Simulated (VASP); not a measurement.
A run of VASP 6.6.1:

File INCAR:

```
SYSTEM = C
  PREC = Accurate
  ENCUT = 520
  EDIFF = 1E-6
  ISMEAR = 0
  SIGMA = 0.05
  LREAL = .FALSE.
  LASPH = .TRUE.
  NELM = 100
  ALGO = Normal
  ISIF = 2
  LWAVE = .FALSE.
  LCHARG = .TRUE.
  GGA = PE
  LELF = .TRUE.
  LVHAR = .TRUE.
  NBANDS = 31
```

The input KPOINTS:

```
regular mesh
0
G
  12 12 12
  0 0 0
```

File POSCAR:

```
C
1.0
    1.2472000000      0.7200712557     10.3670139469
   -1.2472000000      0.7200712557     10.3670139469
    0.0000000000     -1.4401425115     10.3670139469
C
10
Direct
    0.0248257000      0.0248257000      0.0248257000
    0.9751743000      0.9751743000      0.9751743000
    0.1086810650      0.1086810650      0.1086810650
    0.8913189350      0.8913189350      0.8913189350
    0.1583663742      0.1583663742      0.1583663742
    0.8416336258      0.8416336258      0.8416336258
    0.3748589682      0.3748589682      0.3748589682
    0.6251410318      0.6251410318      0.6251410318
    0.4253192967      0.4253192967      0.4253192967
    0.5746807033      0.5746807033      0.5746807033
```

Potentials or basis: VASP PAW PBE potentials, release 64 (C).

Command:

```sh
$ cat potpaw_PBE.64/C/POTCAR > POTCAR
$ mpirun -np 1 vasp_std > vasp.out
```

Hardware: 1 thread of Intel(R) Xeon(R) 6975P-C (Granite Rapids), on a shared host.

Q: Estimate the wall time of this run.

A: It took 36 min on 1 thread of Intel(R) Xeon(R) 6975P-C (Granite Rapids), with other jobs on the host, peak memory 0.97 GiB. Counts: scf iterations 12, k points 189.
